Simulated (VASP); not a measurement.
# Ag2I3: relaxation of cell and atoms with PBE

Crystal: Ag2I3.

```
Ag I
1.0
     4.94475    0.00000    0.00000
    -2.47238    4.28228    0.00000
     0.00000    0.00000    7.69323
Ag I
2 3
Direct
  0.33333 0.66667 0.24500
  0.66667 0.33333 0.75500
  0.00000 0.00000 0.00000
  0.33333 0.66667 0.64500
  0.66667 0.33333 0.35500
```

- Program: VASP 6.6.1
- Task: relaxation of cell and atoms
- Functional: PBE
- Potentials or basis: VASP PAW PBE potentials, release 64 (Ag, I)
- Cutoff: 600 eV
- k mesh: 6 × 6 × 2
- Occupations: gaussian, width 0.1 eV
- Spin: no spin polarisation
- Dipole correction: no
- Further INCAR settings: ALGO = Normal; EDIFF = 1e-07; IBRION = 2; EDIFFG = -0.04; NSW = 90; ISIF = 3

| Item | Value |
| --- | --- |
| Relaxed volume | 32.62 Å³/atom |
| Relaxed cell | a = 4.298 Å, b = 4.298 Å, c = 10.195 Å, α = 90.00°, β = 90.00°, γ = 120.00° |
| Space group after relaxing (to 0.05 Å) | P-3m1 (No. 164) |
| Energy gained by relaxing | 185.7 meV/atom |
| Ionic steps | 25 |
| Pressure after relaxing | 0.0 GPa |
| Largest force after relaxing | 0.028 eV/Å |

Forces in eV/Å, atoms in the order of the input:
```
Ag   0.000  0.000 -0.027
Ag   0.000  0.000  0.027
I    0.000  0.000  0.000
I    0.000  0.000  0.028
I    0.000  0.000 -0.028
```

Step by step:
```
step  energy change (eV)  largest force (eV/Å)  pressure (GPa)  volume (Å³)
   1              0.0000                0.6171            0.61       162.90
   2             -0.0739                0.4771            0.02       165.80
   3             -0.2110                0.1778           -1.09       174.34
   4             -0.2946                0.2276           -1.67       190.81
   5             -0.3626                0.2956           -1.13       188.54
   6             -0.4070                0.3975           -0.22       185.37
   7             -0.4085                0.4249            0.04       184.57
   8             -0.4301                0.4327            0.01       184.49
   9             -0.4938                0.4457           -0.09       184.21
  10             -0.6084                0.4335           -0.39       183.49
  11             -0.7419                0.2761           -1.27       181.36
  12             -0.7781                0.2967           -1.00       177.59
  13             -0.8445                0.3235            0.03       166.57
  14             -0.8481                0.3114            0.61       161.93
  15             -0.8742                0.1692            0.51       160.23
  16             -0.8820                0.1183            0.49       158.49
  17             -0.8996                0.1540            0.00       161.14
  18             -0.9076                0.2071           -0.72       165.63
  19             -0.9180                0.1518           -0.56       165.31
  20             -0.9253                0.0601           -0.30       164.75
  21             -0.9254                0.0496           -0.27       164.69
  22             -0.9271                0.0448           -0.06       163.53
  23             -0.9273                0.0493            0.04       163.01
  24             -0.9276                0.0438            0.03       163.02
  25             -0.9283                0.0284            0.01       163.08
```

Final structure:
```cif
data_structure
_symmetry_space_group_name_H-M 'P 1'
_symmetry_Int_Tables_number 1
_cell_length_a 4.2977
_cell_length_b 4.2977
_cell_length_c 10.1953
_cell_angle_alpha 90.000
_cell_angle_beta 90.000
_cell_angle_gamma 120.000
_cell_volume 163.08
loop_
_atom_site_label
_atom_site_type_symbol
_atom_site_fract_x
_atom_site_fract_y
_atom_site_fract_z
_atom_site_occupancy
Ag1 Ag 0.33333 0.66667 0.18730 1
Ag2 Ag 0.66667 0.33333 0.81270 1
I1 I 0.00000 0.00000 0.00000 1
I2 I 0.33333 0.66667 0.66645 1
I3 I 0.66667 0.33333 0.33355 1
```

Levels at points of the mesh, in eV from the Fermi level:
| k point | band 18 | band 19 | band 20 | band 21 | band 22 | band 23 | band 24 | band 25 |
| --- | --- | --- | --- | --- | --- | --- | --- | --- |
| (0.00, 0.00, 0.00) | -0.51 | -0.23 | -0.23 | 0.19 | 0.19 | 2.36 | 4.24 | 4.37 |
| (0.50, 0.00, 0.00) | -1.69 | -1.11 | -0.68 | -0.32 | -0.10 | 1.98 | 4.49 | 4.92 |
| (0.00, 0.00, 0.50) | -1.04 | -0.07 | -0.07 | 0.08 | 0.08 | 3.15 | 3.96 | 4.16 |
| (0.50, 0.00, 0.50) | -1.96 | -1.47 | -0.93 | 0.10 | 0.10 | 2.36 | 3.85 | 4.43 |

Run time: 23 min on 1 thread of Intel(R) Xeon(R) Platinum 8559C (Emerald Rapids), on a shared host, peak memory 0.35 GiB.

Caveat: the k points lie up to 0.31 Å⁻¹ apart in the final cell; spin-orbit coupling is left out, which moves the levels of the heavy elements; this functional lacks dispersion, which binds the layers, so the pressure and a relaxed spacing across them are unreliable; an odd number of electrons without spin polarisation forces a metal; a magnetic or distorted state may lie lower.
